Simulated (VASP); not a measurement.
Runs of VASP 6.6.1 on InSe. The structure is that of space group P-6m2 (No. 187), or close to it. The cells are those of the table. 

| cell | gap on the mesh (eV) | pressure (GPa) | largest force (eV/Å) |
| --- | --- | --- | --- |
| a = 4.036, b = 4.036, c = 16.622 Å, angles 90.0, 90.0, 120.0°, 8 atoms | 0.29 | 0.0 | 0.01 |
| a = 4.064, b = 4.064, c = 16.880 Å, angles 90.0, 90.0, 120.0°, 8 atoms | (c) | (a) | 0.01 |
| a = 3.890, b = 3.890, c = 15.744 Å, angles 90.0, 90.0, 120.0°, 8 atoms | 0.60 | 5.3 | 0.02 |
| a = 4.076, b = 4.076, c = 17.268 Å, angles 90.0, 90.0, 120.0°, 8 atoms | (b) | -1.0 | 0.02 |
| a = 3.934, b = 3.934, c = 15.917 Å, angles 90.0, 90.0, 120.0°, 8 atoms | 0.48 | 3.6 | 0.02 |

Alike in all rows: task single point; level PBE+D3(BJ); potentials or basis VASP PAW PBE potentials, release 64 (In_d, Se); no spin polarisation; k mesh 12 × 12 × 2; cutoff (eV) 520; smearing gaussian 0.01 eV.

Task: Estimate the missing entries.

Result: (a) -0.7; (b) 0.36; (c) 0.27.

Caveats: spin-orbit coupling is left out, which moves the levels of the heavy elements.

A k mesh can miss the band edges, and the runs leave out spin-orbit coupling on In, Se.
